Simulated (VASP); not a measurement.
Here is a VASP 6.6.1 calculation.

File INCAR:

```
ALGO = Normal ; EDIFF = 1E-6
ENCUT = 520 ; GGA = PS
ISIF = 2 ; ISMEAR = 0
LASPH = T ; LCHARG = F
LREAL = F ; LWAVE = F
NBANDS = 26 ; NELM = 80
PREC = Accurate ; SIGMA = 0.1
```

The input KPOINTS:

```
k-points
0
Gamma
  6 6 4
```

File POSCAR:

```
ZnO
1.0
    3.2494000000      0.0000000000      0.0000000000
   -1.6247000000      2.8140629500      0.0000000000
    0.0000000000      0.0000000000      5.2038000000
Zn O
2 2
Direct
    0.3333333300      0.6666666700      0.0000000000
    0.6666666700      0.3333333300      0.5000000000
    0.3333333300      0.6666666700      0.3830000000
    0.6666666700      0.3333333300      0.8830000000
```

Potentials or basis: VASP PAW PBE potentials, release 64 (Zn, O).

Run with:

```bash
$ cat potpaw_PBE.64/Zn/POTCAR potpaw_PBE.64/O/POTCAR > POTCAR
$ mpirun -np 1 vasp_std > vasp.out
```

(1) Predict the pressure.

(2) Estimate the largest force.

(3) Estimate the band gap on the k mesh.

Answers

(1) -0.6 GPa.

(2) 0.064 eV/Å.

(3) 0.68 eV, direct.

Caveat: the PAW data sets were made with another functional, which shifts forces and pressure a little.

**Experimental background.**

“Electronic structure of alkaline earth and post-transition metal oxides”, 2009, arxiv:0908.1581 quotes, for a bulk crystal of ZnO: band gap 3.37 eV.

Against the measured gap of ZnO, 3.37 eV (quoted in “Electronic structure of alkaline earth and post-transition metal oxides”, 2009, arxiv:0908.1581), the calculated 0.68 eV is off by -2.69 eV. So large a miss can be the level of theory's own, or it may mean another phase, state or a wrong row. The value is that of PBEsol, without temperature or zero-point motion. Semilocal functionals fall short of measured gaps as a rule.
